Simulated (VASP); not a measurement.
# Hf3OsN (Pm-3m) in VASP: single point with PBE

Aim: the single point of Hf3OsN with PBE.

All numbers are computed with VASP 6.6.1; they aren't measurements. Logs are shortened: lines on timing, memory, paths and dates and some standing lists are left out, and cuts for length are marked.

## 1. The cell of the first run

It takes space group Pm-3m (No. 221, cubic). The conventional cell has a = 4.370 Å, b = 4.370 Å, c = 4.370 Å, α = 90.00°, β = 90.00°, γ = 90.00°. Hf (site symmetry 4/mmm) has 2 N at 2.19 Å within 2.9 Å. Within 4.1 Å of Os (site symmetry m-3m) lie 12 Hf at 3.09 Å and 8 N at 3.78 Å. N (site symmetry m-3m) has 6 Hf at 2.19 Å within 2.9 Å.

## 2. Single point, PBE

Input file POSCAR:

```
Hf3OsN
1.0
    4.3703761691      0.0000000000      0.0000000000
    0.0000000000      4.3703761691      0.0000000000
    0.0000000000      0.0000000000      4.3703761691
Hf Os N
3 1 1
Direct
    0.5000000000      0.0000000000      0.5000000000
    0.0000000000      0.5000000000      0.5000000000
    0.5000000000      0.5000000000      0.0000000000
    0.0000000000      0.0000000000      0.0000000000
    0.5000000000      0.5000000000      0.5000000000
```

Input file INCAR.step1:

```
SYSTEM = Hf3OsN
PREC = Accurate ; ENCUT = 520
EDIFF = 1E-6 ; ISMEAR = 0
SIGMA = 0.1 ; LREAL = .FALSE.
LASPH = .TRUE. ; NELM = 100
ALGO = Normal ; ISIF = 2
LWAVE = .FALSE. ; LCHARG = .TRUE.
LMAXMIX = 4 ; GGA = PE
NBANDS = 30
```

Input file KPOINTS.step1:

```
regular mesh
0
G
  8 8 8
  0 0 0
```

Input file INCAR.step2:

```
SYSTEM = Hf3OsN
PREC = Accurate ; ENCUT = 520
EDIFF = 1E-6 ; ISMEAR = -5
SIGMA = 0.1 ; LREAL = .FALSE.
LASPH = .TRUE. ; NELM = 100
ALGO = Normal ; ISIF = 2
LWAVE = .FALSE. ; LCHARG = .FALSE.
LMAXMIX = 4 ; GGA = PE
LORBIT = 11 ; NEDOS = 1001
ICHARG = 11
```

Input file KPOINTS.step2:

```
regular mesh
0
G
  12 12 12
  0 0 0
```

Potentials or basis: VASP PAW PBE potentials, release 64 (Hf_pv, Os, N).

On the command line:

```
$ cat potpaw_PBE.64/Hf_pv/POTCAR potpaw_PBE.64/Os/POTCAR potpaw_PBE.64/N/POTCAR > POTCAR
$ cp INCAR.step1 INCAR
$ cp KPOINTS.step1 KPOINTS
$ mpirun -np 1 vasp_std > vasp.out
$ cp INCAR.step2 INCAR
$ cp KPOINTS.step2 KPOINTS
$ mpirun -np 1 vasp_std > vasp.out
```

OUTCAR:

```text
SYSTEM = Hf3OsN
   PREC = Accurate
   ENCUT = 520
   EDIFF = 1E-6
   ISMEAR = -5
   LREAL = .FALSE.
   LASPH = .TRUE.
   NELM = 100
   ISIF = 2
   GGA = PE
   LORBIT = 11
   ICHARG = 11

 ion  position               nearest neighbor table
   1  0.500  0.000  0.500-   5 2.19   5 2.19   4 3.09   2 3.09   3 3.09   4 3.09   2 3.09   3 3.09
                             3 3.09   3 3.09   2 3.09   4 3.09   4 3.09   2 3.09
   2  0.000  0.500  0.500-   5 2.19   5 2.19   4 3.09   1 3.09   3 3.09   4 3.09   1 3.09   4 3.09
                             4 3.09   1 3.09   3 3.09   3 3.09   3 3.09   1 3.09
   3  0.500  0.500  0.000-   5 2.19   5 2.19   4 3.09   1 3.09   1 3.09   2 3.09   2 3.09   1 3.09
                             4 3.09   1 3.09   2 3.09   4 3.09   2 3.09   4 3.09
   4  0.000  0.000  0.000-   1 3.09   2 3.09   3 3.09   1 3.09   2 3.09   2 3.09   3 3.09   2 3.09
                             1 3.09   3 3.09   1 3.09   3 3.09
   5  0.500  0.500  0.500-   1 2.19   2 2.19   3 2.19   3 2.19   1 2.19   2 2.19

  LATTYP: Found a simple cubic cell.
 ALAT       =     4.3703761691

  Lattice vectors:

 A1 = (   4.3703761691,   0.0000000000,   0.0000000000)
 A2 = (   0.0000000000,   4.3703761691,   0.0000000000)
 A3 = (   0.0000000000,   0.0000000000,   4.3703761691)

Analysis of symmetry for initial positions (statically):
=====================================================================
 Subroutine PRICEL returns:
 Original cell was already a primitive cell.

 Routine SETGRP: Setting up the symmetry group for a
 simple cubic supercell.

 Subroutine GETGRP returns: Found 48 space group operations
 (whereof 48 operations were pure point group operations)
 out of a pool of 48 trial point group operations.

The static configuration has the point symmetry O_h .

Analysis of symmetry for dynamics (positions and initial velocities):
=====================================================================
 Subroutine PRICEL returns:
 Original cell was already a primitive cell.

 Routine SETGRP: Setting up the symmetry group for a
 simple cubic supercell.

 Subroutine GETGRP returns: Found 48 space group operations
 (whereof 48 operations were pure point group operations)
 out of a pool of 48 trial point group operations.

The dynamic configuration has the point symmetry O_h .

 Subroutine INISYM returns: Found 48 space group operations
 (whereof 48 operations are pure point group operations),
 and found     1 'primitive' translations

----------------------------------------------------------------------------------------

                                     Primitive cell

  volume of cell :      83.4750

  direct lattice vectors                    reciprocal lattice vectors
     4.370376169  0.000000000  0.000000000     0.228813256  0.000000000  0.000000000
     0.000000000  4.370376169  0.000000000     0.000000000  0.228813256  0.000000000
     0.000000000  0.000000000  4.370376169     0.000000000  0.000000000  0.228813256

  length of vectors
     4.370376169  4.370376169  4.370376169     0.228813256  0.228813256  0.228813256

  position of ions in fractional coordinates (direct lattice)
     0.500000000  0.000000000  0.500000000
     0.000000000  0.500000000  0.500000000
     0.500000000  0.500000000  0.000000000
     0.000000000  0.000000000  0.000000000
     0.500000000  0.500000000  0.500000000

  ion indices of the primitive-cell ions
   primitive index   ion index
                 1           1
                 2           2
                 3           3
                 4           4
                 5           5

----------------------------------------------------------------------------------------

 KPOINTS: regular mesh

Automatic generation of k-mesh.
 Grid dimensions read from file:
 generate k-points for:   12   12   12

 Generating k-lattice:

  Cartesian coordinates                     Fractional coordinates (reciprocal lattice)
     0.019067771  0.000000000  0.000000000     0.083333333  0.000000000  0.000000000
     0.000000000  0.019067771  0.000000000     0.000000000  0.083333333  0.000000000
     0.000000000  0.000000000  0.019067771     0.000000000  0.000000000  0.083333333

  Length of vectors
     0.019067771  0.019067771  0.019067771

  Shift w.r.t. Gamma in fractional coordinates (k-lattice)
     0.000000000  0.000000000  0.000000000

 TETIRR: Found    854 inequivalent tetrahedra from    10368

 Subroutine IBZKPT returns following result:
 ===========================================

 Found     84 irreducible k-points:

 Following reciprocal coordinates:
            Coordinates               Weight
  0.000000  0.000000  0.000000      1.000000
  0.083333  0.000000  0.000000      6.000000
  0.166667  0.000000  0.000000      6.000000
  0.250000  0.000000  0.000000      6.000000
  0.333333  0.000000  0.000000      6.000000
  0.416667  0.000000  0.000000      6.000000
[... 16 lines left out ...]
  0.333333  0.333333  0.000000     12.000000
  0.416667  0.333333  0.000000     24.000000
 [... further k-points ...]
   k-points           NKPTS =     84   k-points in BZ     NKDIM =     84   number of bands    NBANDS=     25
   number of dos      NEDOS =   1001   number of ions     NIONS =      5
   total plane-waves  NPLWV =  46656
   dimension x,y,z NGX =    36 NGY =   36 NGZ =   36
   dimension x,y,z NGXF=    72 NGYF=   72 NGZF=   72
   ions per type =               3   1   1
   NGX,Y,Z   is equivalent  to a cutoff of  13.69, 13.69, 13.69 a.u.
   NGXF,Y,Z  is equivalent  to a cutoff of  27.39, 27.39, 27.39 a.u.
 SYSTEM =  Hf3OsN
   PREC   = accura    normal or accurate (medium, high low for compatibility)
   ISTART =      0    job   : 0-new  1-cont  2-samecut
   ICHARG =     11    charge: 1-file 2-atom 10-const
   ISPIN  =      1    spin polarized calculation?
   LNONCOLLINEAR =      F non collinear calculations
   LSORBIT =      F    spin-orbit coupling
   LASPH  =      T    aspherical Exc in radial PAW
   ENCUT  =  520.0 eV  38.22 Ry    6.18 a.u.   8.13  8.13  8.13*2*pi/ulx,y,z
   NELM   =    100;   NELMIN=  2; NELMDL=  0     # of ELM steps
   EDIFF  = 0.1E-05   stopping-criterion for ELM
   LREAL  =      F    real-space projection
   EDIFFG = 0.1E-04   stopping-criterion for IOM
   NSW    =      0    number of steps for IOM
   IBRION =     -1    ionic relax: 0-MD 1-quasi-New 2-CG
   NFREE  =      0    steps in history (QN), initial steepest desc. (CG)
   ISIF   =      2    stress and relaxation
   ISYM   =      2    0-nonsym 1-usesym 2-fastsym
   POTIM  = 0.5000    time-step for ionic-motion
   TEBEG  =    0.0;   TEEND  =   0.0 temperature during run
   PSTRESS=    0.0 pullay stress
   NELECT =      43.0000    total number of electrons
   NUPDOWN=      -1.0000    fix difference up-down
   EMIN   =  10.00;   EMAX   =-10.00  energy-range for DOS
   EFERMI =   0.00;   METHOD = LEGACY
   ISMEAR =    -5;   SIGMA  =   0.10  broadening in eV -4-tet -1-fermi 0-gaus
   EFERMI_NEDOS =   21; number of points for ismear=-14 and -15
   IALGO  =     38    algorithm
   IMIX   =      4    mixing-type and parameters
     AMIX     =   0.40;   BMIX     =  1.00
     AMIX_MAG =   1.60;   BMIX_MAG =  1.00
  volume/ion in A,a.u.               =      16.70       112.66
  Fermi-wavevector in a.u.,A,eV,Ry     =   1.312337  2.479958 23.432353  1.722229
  Thomas-Fermi vector in A             =   2.442737
   LORBIT       =     11    0 simple, 1 ext, 2 COOP (PROOUT), +10 PAW based schemes
   GGA     = PE    functional components
   LHFCALC =     F    Hartree Fock is set to
   AEXX    =    0.0000 exact exchange contribution
   IVDW    =     0    specifies the selected vdW correction
   LEPSILON=     F    determine dielectric tensor
   LRPA    =     F    only Hartree local field effects (RPA)
 non-spin polarized calculation
 Fermi weights with tetrahedron method with Bloechl corrections
  energy-cutoff  :      520.00
  volume of cell :       83.48
 maximum number of plane-waves:      2301
 NGX is ok and might be reduce to    36

 number of electron      43.0000008 magnetization

 Free energy of the ion-electron system (eV)
  ---------------------------------------------------
  ext. energy  EPLUGINS =         0.00000000
  ---------------------------------------------------
  free energy    TOTEN  =       -53.36492239 eV

  energy without entropy =      -53.36492239  energy(sigma->0) =      -53.36492239

 E-fermi :   5.8834     XC(G=0): -12.0771

 val. band max:        5.9199622557   @ k =   0.0000   0.0000   0.0000
 cond. band min:       5.8157564496   @ k =   0.5000   0.1667   0.1667
 fundamental gap:     -0.1042058061
 Fermi energy:         5.8833864525

 k-point     1 :       0.0000    0.0000    0.0000
  band No.  band energies     occupation
      1     -25.1687      2.00000
      2     -25.1687      2.00000
      3     -25.1687      2.00000
      4     -24.6112      2.00000
      5     -24.6112      2.00000
      6     -24.6112      2.00000
[... 17 lines left out ...]
     24       8.0859      0.00000
     25       9.5806      0.00000

 k-point     2 :       0.0833    0.0000    0.0000
  band No.  band energies     occupation
      1     -25.1624      2.00000
      2     -25.1624      2.00000
      3     -25.1603      2.00000
      4     -24.6135      2.00000
      5     -24.6135      2.00000
      6     -24.6122      2.00000
[... 17 lines left out ...]
     24       8.1038      0.00000
     25       9.1384      0.00000

 k-point     3 :       0.1667    0.0000    0.0000
  band No.  band energies     occupation
      1     -25.1445      2.00000
      2     -25.1445      2.00000
      3     -25.1353      2.00000
      4     -24.6206      2.00000
      5     -24.6206      2.00000
      6     -24.6148      2.00000
[... 17 lines left out ...]
     24       8.1565      0.00000
     25       8.5024      0.00000

 k-point     4 :       0.2500    0.0000    0.0000
  band No.  band energies     occupation
      1     -25.1179      2.00000
      2     -25.1179      2.00000
      3     -25.0948      2.00000
      4     -24.6331      2.00000
      5     -24.6331      2.00000
      6     -24.6184      2.00000
[... 17 lines left out ...]
     24       7.9978      0.00000
     25       8.2832      0.00000

 k-point     5 :       0.3333    0.0000    0.0000
  band No.  band energies     occupation
      1     -25.0884      2.00000
      2     -25.0884      2.00000
      3     -25.0414      2.00000
      4     -24.6502      2.00000
      5     -24.6502      2.00000
      6     -24.6429      2.00000
[... 17 lines left out ...]
     24       7.5995      0.00000
     25       8.3307      0.00000

 k-point     6 :       0.4167    0.0000    0.0000
  band No.  band energies     occupation
      1     -25.0640      2.00000
      2     -25.0640      2.00000
      3     -24.9840      2.00000
      4     -24.7186      2.00000
      5     -24.6667      2.00000
      6     -24.6667      2.00000
[... 17 lines left out ...]
     24       7.2777      0.00000
     25       8.5903      0.00000
[... 393 lines left out ...]
 k-point    21 :       0.4167    0.2500    0.0000
  band No.  band energies     occupation
      1     -25.2479      2.00000
      2     -25.0019      2.00000
      3     -24.8827      2.00000
      4     -24.7970      2.00000
      5     -24.6724      2.00000
      6     -24.6678      2.00000
[... 17 lines left out ...]
     24       6.9522      0.00000
     25       7.3908      0.00000

 k-point    22 :       0.5000    0.2500    0.0000
  band No.  band energies     occupation
      1     -25.2493      2.00000
      2     -24.9904      2.00000
      3     -24.8970      2.00000
      4     -24.7723      2.00000
      5     -24.6883      2.00000
      6     -24.6745      2.00000
[... 17 lines left out ...]
     24       6.8574      0.00000
     25       7.6981      0.00000

 k-point    23 :       0.3333    0.3333    0.0000
  band No.  band energies     occupation
      1     -25.2762      2.00000
      2     -24.9939      2.00000
      3     -24.8936      2.00000
      4     -24.7937      2.00000
      5     -24.6594      2.00000
      6     -24.6576      2.00000
[... 17 lines left out ...]
     24       7.0058      0.00000
     25       7.2198      0.00000

 k-point    24 :       0.4167    0.3333    0.0000
  band No.  band energies     occupation
      1     -25.2970      2.00000
      2     -24.9622      2.00000
      3     -24.9284      2.00000
      4     -24.7485      2.00000
      5     -24.6744      2.00000
      6     -24.6687      2.00000
[... 17 lines left out ...]
     24       6.8855      0.00000
     25       7.0375      0.00000

 [... further k-points ...]

------------------------ aborting loop because EDIFF is reached ----------------------------------------

  FORCE on cell =-STRESS in cart. coord.  units (eV):
  Direction    XX          YY          ZZ          XY          YZ          ZX
  --------------------------------------------------------------------------------------
  -------------------------------------------------------------------------------------
  Total       -0.7229852     -0.7229852     -0.7229852      0.0000000      0.0000000      0.0000000
  in kB      -13.8766143    -13.8766143    -13.8766143      0.0000000      0.0000000      0.0000000
  external PRESSURE =     -13.8766143 kB  Pullay stress =       0.0000000 kB

 VOLUME and BASIS-vectors are now :
 -----------------------------------------------------------------------------
  energy-cutoff  :      520.00
  volume of cell :       83.48
      direct lattice vectors                 reciprocal lattice vectors
     4.370376169  0.000000000  0.000000000     0.228813256  0.000000000  0.000000000
     0.000000000  4.370376169  0.000000000     0.000000000  0.228813256  0.000000000
     0.000000000  0.000000000  4.370376169     0.000000000  0.000000000  0.228813256

 POSITION                                       TOTAL-FORCE (eV/Angst)
 -----------------------------------------------------------------------------------
      2.18519      0.00000      2.18519         0.000000      0.000000      0.000000
      0.00000      2.18519      2.18519         0.000000      0.000000      0.000000
      2.18519      2.18519      0.00000         0.000000      0.000000      0.000000
      0.00000      0.00000      0.00000         0.000000      0.000000      0.000000
      2.18519      2.18519      2.18519         0.000000      0.000000      0.000000
 -----------------------------------------------------------------------------------
    total drift:                                0.000000      0.000000      0.000000

  FREE ENERGIE OF THE ION-ELECTRON SYSTEM (eV)
  ---------------------------------------------------
  free  energy   TOTEN  =       -53.3649223857 eV

  energy  without entropy=      -53.3649223857  energy(sigma->0) =      -53.36492239

 total charge

# of ion       s       p       d       tot
------------------------------------------
    1        0.345   6.542   1.589   8.476
    2        0.345   6.542   1.589   8.476
    3        0.345   6.542   1.589   8.476
    4        0.619   0.495   5.880   6.993
    5        1.251   2.567   0.000   3.818
--------------------------------------------------
tot          2.905  22.689  10.647  36.240
```

Run time: 80 s. Hardware: 1 thread of Intel Xeon 6975P-C (Granite Rapids), shared host; peak memory 0.33 GiB.

Results:

```
Valence electrons inside the program's atomic spheres : Hf 8.48; Os 6.99; N 3.82
```

Caveat: spin-orbit coupling is left out, which moves the levels of the heavy elements; tetrahedron occupations give inexact forces and stress in metals.
